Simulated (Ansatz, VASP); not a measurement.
**Two plane-wave programs on Ta**

```
Ta
1.0
    -1.66072    1.66072    1.66072
     1.66072   -1.66072    1.66072
     1.66072    1.66072   -1.66072
Ta
1
Cartesian
  0.0000 0.0000 0.0000
```

Alike in both runs: task single point; functional PBE; k mesh 13 × 13 × 13; no spin polarisation.

|  | VASP | Ansatz |
| --- | --- | --- |
| version | VASP 6.6.1 | Ansatz 0.2.0 |
| potentials or method | VASP PAW PBE potentials, release 64 (Ta_pv), cutoff 520 eV | plane waves (420 eV) with PAW, scalar-relativistic |
| occupations | methfessel-paxton of order 1, width 0.03 eV | cold, width 0.03 eV |
| valence electrons in the cell | 11 | 13 |

Ansatz gave:

| Item | Value |
| --- | --- |
| pressure (GPa) | 0.4 |

Estimate VASP's values.

pressure (GPa): 0.5.

VASP's potentials hold 11 valence electrons a cell and Ansatz's 13, so a difference there can come from the potentials and not from the codes.

Spin-orbit coupling is off throughout.
